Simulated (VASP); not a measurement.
A run of VASP 6.6.1:

Contents of INCAR:

```
PREC     = Accurate       # precision mode
ENCUT    = 520            # plane-wave cutoff, eV
EDIFF    = 1E-6           # SCF threshold, eV
ISMEAR   = 0              # smearing method
SIGMA    = 0.1            # smearing width, eV
LREAL    = False          # projectors in reciprocal space
LASPH    = True           # aspherical terms in the spheres
NELM     = 150            # most SCF steps
ALGO     = Normal         # electronic algorithm
ISIF     = 2              # what is computed and relaxed
LWAVE    = False          # write WAVECAR
LCHARG   = True           # write CHGCAR
ISPIN    = 2              # spin polarisation
MAGMOM   = 4.5 -4.5       # initial moments
LORBIT   = 11             # projections on sites
LMAXMIX  = 4              # l up to which the mixer works
GGA      = PE             # functional
LELF     = True           # ELF
LVHAR    = True         
NBANDS   = 24             # bands
ISYM     = 0
```

KPOINTS

```
Automatic mesh
0
Gamma
  13 13 7
```

The input POSCAR:

```
Mn
1.0
   -1.5405000000      1.5405000000      1.5405000000
    1.5405000000     -1.5405000000      1.5405000000
    3.0810000000      3.0810000000     -3.0810000000
Mn
2
Direct
    0.0000000000      0.0000000000      0.0000000000
    0.0000000000      0.0000000000      0.5000000000
```

Potentials or basis: VASP PAW PBE potentials, release 64 (Mn_pv).

Command:

```bash
$ cat potpaw_PBE.64/Mn_pv/POTCAR > POTCAR
$ mpirun -np 1 vasp_std > vasp.out
```

Hardware: 1 thread of Oxide Virtual Turin-like Processor, on a shared host.

How long does it take, and how much memory?

Wall time 12 min on 1 thread of Oxide Virtual Turin-like Processor, with other jobs on the host, peak memory 0.56 GiB. Counts: scf iterations 19, k points 592.
